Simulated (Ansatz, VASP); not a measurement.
## AlN in VASP and in Ansatz

```xyz
8
Lattice="-1.6567 2.8696 0.0000 0.0000 0.0000 4.1875 4.9702 2.8696 0.0000" Properties=species:S:1:pos:R:3 pbc="T T T"
Al    0.2520    1.4090    3.1406
Al    3.3135    1.9130    3.1406
Al    1.6567    0.9565    1.0469
Al    3.3135    3.8261    1.0469
N     0.0000    1.9130    1.0469
N     3.3135    1.9130    1.0469
N     1.6567    0.9565    3.1406
N     3.3135    3.8261    3.1406
```

Alike in both runs: task single point; functional PBE; k mesh 8 × 6 × 4; occupations gaussian, width 0.05 eV; no spin polarisation.

|  | VASP | Ansatz |
| --- | --- | --- |
| version | VASP 6.6.1 | Ansatz 0.2.0 |
| potentials or method | VASP PAW PBE potentials, release 64 (Al, N), cutoff 520 eV | scalar-relativistic, plane waves, PAW |
| valence electrons in the cell | 32 | 32 |

Ansatz gave:

* gap on the k mesh at the Fermi level (eV): 2.85
* least direct gap on the mesh (eV): 2.85
* pressure (GPa): 13.6
* traceless stress, the component that is largest in VASP (GPa): 25.16
* rms of the force components (eV/Å): 4.704

Task: What did VASP give for the same quantities?

Result: gap on the k mesh at the Fermi level (eV): 2.86; least direct gap on the mesh (eV): 2.86; pressure (GPa): 13.5; traceless stress, the component that is largest in VASP (GPa): 25.26; rms of the force components (eV/Å): 4.722.

Atom by atom the forces differ by 0.019 eV/Å (rms over components).
